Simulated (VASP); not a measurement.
## Al2O3: electric field gradients with LDA

Crystal: Al2O3.

```xyz
10
Lattice="2.4025 1.3871 4.3721 -2.4025 1.3871 4.3721 0.0000 -2.7742 4.3721" Properties=species:S:1:pos:R:3 pbc="T T T"
Al    0.0000    0.0000    8.4981
Al    0.0000    0.0000   11.1763
Al    0.0000    0.0000    1.9399
Al    0.0000    0.0000    4.6182
O     0.9315   -1.3871    5.4651
O     1.6670    0.1131    7.6511
O    -1.6670   -0.1131    5.4651
O     0.7355    1.5002    5.4651
O    -0.7355   -1.5002    7.6511
O    -0.9315    1.3871    7.6511
```

| Quantity | Value |
| --- | --- |
| Program | VASP 6.6.1 |
| Task | electric field gradients |
| Functional | LDA |
| Potentials or basis | VASP PAW LDA potentials, release 64 (Al, O) |
| Cutoff | 520 eV |
| k mesh | 8 × 8 × 8 |
| Occupations | fermi-dirac, width 0.02 eV |
| Spin | no spin polarisation |
| Dipole correction | no |
| Further INCAR settings | ALGO = Normal; EDIFF = 1e-08; NBANDS = 35 |

The pressure is -10.9 GPa and the largest force is 0.093 eV/Å. The band gap on the k mesh is 5.83 eV, direct.

Forces in eV/Å, atoms in the order of the input:
```
Al   0.000  0.000  0.018
Al   0.000  0.000 -0.018
Al   0.000  0.000  0.018
Al   0.000  0.000 -0.018
O    0.093  0.000  0.000
O    0.046  0.080  0.000
O   -0.046 -0.080  0.000
O   -0.046  0.080  0.000
O    0.046 -0.080  0.000
O   -0.093  0.000  0.000
```

Stress tensor (GPa, compression positive):
```
-10.88   0.00   0.00
  0.00 -10.88   0.00
  0.00   0.00 -10.80
```

Levels at points of the mesh, in eV from the valence-band top:
```
           k point  band 21  band 22  band 23  band 24  band 25  band 26  band 27  band 28
(0.00, 0.00, 0.00)    -0.46    -0.03    -0.03     0.00     5.83     8.74    10.16    11.10
(0.50, 0.00, 0.00)    -0.87    -0.87    -0.25    -0.25     9.03     9.03     9.18     9.18
(0.50, 0.50, 0.00)    -0.98    -0.89    -0.71    -0.23     9.25     9.26     9.48     9.99
(0.50, 0.50, 0.50)    -0.35    -0.35    -0.35    -0.35     8.26     8.26    10.58    10.58
```

Electric field gradients, principal values (V/Å²):
```
atom   least  middle  greatest (by size)
1 Al  -3.031  -3.031               6.062
2 Al  -3.031  -3.031               6.062
3 Al  -3.031  -3.031               6.062
4 Al  -3.031  -3.031               6.062
 5 O   9.145  28.401             -37.546
 6 O   9.145  28.401             -37.546
 7 O   9.145  28.401             -37.546
 8 O   9.145  28.401             -37.546
 9 O   9.145  28.401             -37.546
10 O   9.145  28.401             -37.546
```

It took 3.6 min on 1 thread of Intel(R) Xeon(R) Platinum 8259CL CPU @ 2.50GHz (Skylake/Cascade Lake), on a shared host, peak memory 0.28 GiB.

Caveat: without QUAD_EFG the Cq values of the log hold for a quadrupole moment of 1 mb, not for the nuclei. LDA gaps usually lie below the measured ones, often by a third to a half.
